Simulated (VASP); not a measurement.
Set up this calculation in VASP 6.6.1, as the native input.

```
Task                   : single point
Functional             : PBE
Potentials or basis    : VASP PAW PBE potentials, release 64 (Al, In_d, As)
Cutoff                 : 520 eV
k mesh                 : 4 × 4 × 4
Occupations            : gaussian, width 0.1 eV
Spin                   : no spin polarisation
Dipole correction      : no
Further INCAR settings : ALGO = Normal; EDIFF = 1e-06; NBANDS = 31
```

The structure of Al3InAs4 lies in POSCAR:

```
Al3InAs4
1.0
   -2.9186523000      2.9186523000      5.8284506000
    2.9186523000     -2.9186523000      5.8284506000
    2.9186523000      2.9186523000     -5.8284506000
Al In As
3 1 4
Direct
    0.7500000000      0.2500000000      0.5000000000
    0.5000000000      0.5000000000      0.0000000000
    0.2500000000      0.7500000000      0.5000000000
    0.0000000000      0.0000000000      0.0000000000
    0.8670580000      0.3940040000      0.0000000000
    0.6059960000      0.6059960000      0.4730540000
    0.3940040000      0.8670580000      0.0000000000
    0.1329420000      0.1329420000      0.5269460000
```

One way to write it, as run:

INCAR

```
PREC = Accurate
ENCUT = 520
EDIFF = 1E-6
ISMEAR = 0
SIGMA = 0.1
LREAL = F
LASPH = T
NELM = 80
ALGO = Normal
ISIF = 2
LWAVE = F
LCHARG = F
GGA = PE
NBANDS = 31
```

KPOINTS

```
regular mesh
0
Gamma
  4 4 4
```

Potentials or basis: VASP PAW PBE potentials, release 64 (Al, In_d, As).

Launch:

```bash
$ cat potpaw_PBE.64/Al/POTCAR potpaw_PBE.64/In_d/POTCAR potpaw_PBE.64/As/POTCAR > POTCAR
$ mpirun -np 1 vasp_std > vasp.out
```

Results of the run:

```yaml
Pressure: 0.1 GPa
Largest_force: 0.006 eV/Å
Band_gap_on_the_k_mesh: 1.15 eV
```

Caveat: spin-orbit coupling is left out, which moves the levels of the heavy elements.

Wall time 82 s on 1 thread of Intel(R) Xeon(R) Platinum 8488C (Sapphire Rapids), with other jobs on the host, peak memory 0.43 GiB.
